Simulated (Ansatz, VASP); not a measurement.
K3Ge in VASP and in Ansatz

```
K Ge
1.0
     5.53546    0.00000    0.00000
     0.00000    5.53546    0.00000
     0.00000    0.00000    5.47643
K Ge
3 1
Direct
  0.00000 0.50000 0.50000
  0.50000 0.00000 0.50000
  0.50000 0.50000 0.00000
  0.00000 0.00000 0.00000
```

Alike in both runs: functional PBE; k mesh 10 × 10 × 10; occupations gaussian, width 0.1 eV; no spin polarisation.

Ansatz relaxed the structure, and its values are those at the end. VASP's run is a single point on that final structure, the one shown.

|  | VASP | Ansatz |
| --- | --- | --- |
| version | VASP 6.6.1 | Ansatz 0.2.0 |
| potentials or method | VASP PAW PBE potentials, release 64 (K_sv, Ge_d), cutoff 520 eV | scalar-relativistic, plane waves, PAW |
| valence electrons in the cell | 41 | 41 |

|  | VASP | Ansatz | Ansatz less VASP |
| --- | --- | --- | --- |
| gap on the k mesh at the Fermi level (eV) | none | none | - |
| pressure (GPa) | 0.0 | 0.0 | +0.07 |

A gap of «none» marks a metal or a gap that the smearing closes. With one functional, cell and mesh, what is left measures potentials, basis and numerics.
